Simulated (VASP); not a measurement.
Wanted: the native input for a VASP 6.6.1 run.

- Task: relaxation of the atoms
- Functional: r2SCAN
- Potentials or basis: VASP PAW PBE potentials, release 64 (Sr_sv, Cl)
- Cutoff: 520 eV
- k mesh: 8 × 8 × 8
- Occupations: fermi-dirac, width 0.02 eV
- Spin: no spin polarisation
- Dipole correction: no
- Further INCAR settings: ALGO = Normal; EDIFF = 1e-07; IBRION = 2; EDIFFG = -0.01; NSW = 50

Crystal: SrCl2.

```xyz
3
Lattice="0.0000 3.5435 3.5435 3.5435 0.0000 3.5435 3.5435 3.5435 0.0000" Properties=species:S:1:pos:R:3 pbc="T T T"
Sr    0.0000    0.0000    0.0000
Cl    1.7718    1.7718    1.7718
Cl    5.3153    5.3153    5.3153
```

One way to write it, as run:

POSCAR

```
SrCl2
1.0
    0.0000000000      3.5435434300      3.5435434300
    3.5435434300      0.0000000000      3.5435434300
    3.5435434300      3.5435434300      0.0000000000
Sr Cl
1 2
Direct
    0.0000000000      0.0000000000      0.0000000000
    0.2500000000      0.2500000000      0.2500000000
    0.7500000000      0.7500000000      0.7500000000
```

INCAR.step1

```
SYSTEM = SrCl2
  PREC = Accurate
  ENCUT = 520
  ISMEAR = -1
  SIGMA = 0.02
  LREAL = .False.
  LASPH = .True.
  NELM = 80
  GGA = PE
  ALGO = Normal
  EDIFF = 1E-4
  LWAVE = .True.
  LCHARG = .False.
```

INCAR.step2

```
SYSTEM = SrCl2
  PREC = Accurate
  ENCUT = 520
  EDIFF = 1E-7
  ISMEAR = -1
  SIGMA = 0.02
  LREAL = .False.
  LASPH = .True.
  NELM = 80
  ALGO = Normal
  ISIF = 2
  LWAVE = .False.
  LCHARG = .False.
  METAGGA = R2SCAN
  LMIXTAU = .True.
  IBRION = 2
  NSW = 50
  EDIFFG = -0.01
  ISTART = 1
```

KPOINTS

```
regular mesh
0
Gamma
  8 8 8
  0 0 0
```

Potentials or basis: VASP PAW PBE potentials, release 64 (Sr_sv, Cl).

Launch:

```sh
$ cat potpaw_PBE.64/Sr_sv/POTCAR potpaw_PBE.64/Cl/POTCAR > POTCAR
$ cp INCAR.step1 INCAR
$ mpirun -np 1 vasp_std > vasp.out
$ cp INCAR.step2 INCAR
$ mpirun -np 1 vasp_std > vasp.out
```

Results of the run:

The pressure after relaxing is -1.3 GPa and the band gap on the k mesh is 5.79 eV (least direct gap 6.01 eV).

Caveat: the relaxation stopped at its first step, so nothing moved; the PAW data sets were made with another functional, which shifts forces and pressure a little.

Run time: 4.1 min on 1 thread of Intel(R) Xeon(R) Platinum 8259CL CPU @ 2.50GHz (Skylake/Cascade Lake) (shared host), peak memory 0.27 GiB.
